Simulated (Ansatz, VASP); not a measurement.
**Sn in VASP and in Ansatz**

```
CELL_PARAMETERS angstrom
-2.89782 2.89782 1.56107
2.89782 -2.89782 1.56107
2.89782 2.89782 -1.56107
ATOMIC_POSITIONS crystal
Sn 0.00000 0.00000 0.00000
Sn 0.75000 0.25000 0.50000
```

Alike in both runs: functional LDA; k mesh 16 × 16 × 16; occupations fermi-dirac, width 0.15 eV; no spin polarisation.

Ansatz relaxed the structure, and its values are those at the end. VASP's run is a single point on that final structure, the one shown.

|  | VASP | Ansatz |
| --- | --- | --- |
| version | VASP 6.6.1 | Ansatz 0.2.0 |
| potentials or method | VASP PAW LDA potentials, release 64 (Sn_d), cutoff 520 eV | scalar-relativistic, plane waves, PAW |
| valence electrons in the cell | 28 | 28 |

|  | VASP | Ansatz | Ansatz less VASP |
| --- | --- | --- | --- |
| gap on the k mesh at the Fermi level (eV) | none | none | - |
| pressure (GPa) | 0.0 | 0.0 | -0.03 |

LDA's correlation is that of Perdew and Zunger in VASP and of Perdew and Wang (1992) in Ansatz. A gap of «none» marks a metal or a gap that the smearing closes.
